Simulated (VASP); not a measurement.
# Ni: single point with PBEsol

Ni:

```
Ni
1.0
     4.39605    0.00000    0.00000
     0.00000    4.39605    0.00000
     0.00000    0.00000    4.39605
Ni
8
Direct
  0.00000 0.00000 0.00000
  0.50000 0.50000 0.50000
  0.25000 0.00000 0.50000
  0.75000 0.00000 0.50000
  0.50000 0.25000 0.00000
  0.50000 0.75000 0.00000
  0.00000 0.50000 0.25000
  0.00000 0.50000 0.75000
```

```json
{"Program": "VASP 6.6.1", "Task": "single point", "Functional": "PBEsol", "Potentials or basis": "VASP PAW PBE potentials, release 64 (Ni)", "Cutoff": "520 eV", "k mesh": "6 × 6 × 6", "Occupations": "fermi-dirac, width 0.05 eV", "Spin": "collinear spin, ferromagnetic start", "Starting moments": "[0.8, 0.8, 0.8, 0.8, 0.8, 0.8, 0.8, 0.8] μB", "Dipole correction": "no", "Further INCAR settings": "ALGO = Normal; EDIFF = 1e-06; NBANDS = 54"}
```

```yaml
Pressure: 0.0 GPa
Net_moment: 4.47 μB per cell
Site_moments: Ni +0.57, +0.56 (each value once) μB
Valence_electrons_inside_the_program's_atomic_spheres: Ni 9.38
```

Levels at points of the mesh, in eV from the Fermi level:
Spin up:
```csv
k point,band 38,band 39,band 40,band 41,band 42,band 43,band 44,band 45,band 46,band 47
"(0.00, 0.00, 0.00)",-0.66,-0.45,-0.45,-0.45,1.13,1.13,1.13,2.72,2.72,3.05
"(0.50, 0.00, 0.00)",-0.80,-0.45,-0.45,-0.20,-0.20,1.92,1.92,2.47,2.47,4.52
"(0.50, 0.50, 0.00)",-0.59,-0.59,-0.53,-0.43,-0.33,-0.33,-0.14,2.23,4.08,4.08
"(0.50, 0.50, 0.50)",-0.73,-0.73,-0.73,0.27,0.27,0.27,0.27,0.27,0.27,0.45
```
Spin down:
```
           k point  band 35  band 36  band 37  band 38  band 39  band 40  band 41  band 42
(0.00, 0.00, 0.00)    -0.27     0.02     0.02     0.02     0.22     0.22     0.22     1.62
(0.50, 0.00, 0.00)    -0.20    -0.20    -0.17    -0.17     0.20     0.20     0.50     0.50
(0.50, 0.50, 0.00)    -0.17    -0.17    -0.09     0.01     0.04     0.04     0.24     0.30
(0.50, 0.50, 0.50)    -0.15    -0.15    -0.09    -0.09    -0.09    -0.09     0.77     0.77
```

Run time: 6.1 min on 1 thread of Intel Xeon 8259CL (shared host), peak memory 0.3 GiB.

Caveat: the PAW data sets were made with another functional, which shifts forces and pressure a little.
